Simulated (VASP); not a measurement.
Write the native input for VASP 6.6.1 that does the following.

```
Task                   : single point
Functional             : LDA
Potentials or basis    : VASP PAW LDA potentials, release 64 (Si, C)
Cutoff                 : 600 eV
k mesh                 : 8 × 8 × 8
Occupations            : fermi-dirac, width 0.02 eV
Spin                   : no spin polarisation
Dipole correction      : no
Further INCAR settings : ALGO = Normal; EDIFF = 1e-06; NBANDS = 11
```

The structure of SiC lies in POSCAR:

```
SiC
1.0
    0.0000000000      2.0138689999      2.0138689999
    2.0138689999      0.0000000000      2.0138689999
    2.0138689999      2.0138689999      0.0000000000
Si C
1 1
Direct
    0.0000000000      0.0000000000      0.0000000000
    0.5000000000      0.5000000000      0.5000000000
```

One way to write it, as run:

INCAR

```
ALGO = Normal
EDIFF = 1E-6
ENCUT = 600
GGA = CA
GGA_COMPAT = F
ISIF = 2
ISMEAR = -1
LASPH = T
LCHARG = T
LELF = T
LREAL = F
LVHAR = T
LWAVE = F
NBANDS = 11
NELM = 120
PREC = Accurate
SIGMA = 0.02
```

KPOINTS

```
k-points
0
Gamma
  8 8 8
```

Potentials or basis: VASP PAW LDA potentials, release 64 (Si, C).

Run with:

```sh
$ cat potpaw_LDA.64/Si/POTCAR potpaw_LDA.64/C/POTCAR > POTCAR
$ mpirun -np 1 vasp_std > vasp.out
```

Results of the run:

```
Pressure               : -3.1 GPa
Band gap on the k mesh : zero (band 4 reaches 12.69 eV, above the bottom of band 5 at 11.79 eV)
```

Wall time 8 s on 1 thread of Intel Xeon 8259CL, on a shared host, peak memory 0.12 GiB.
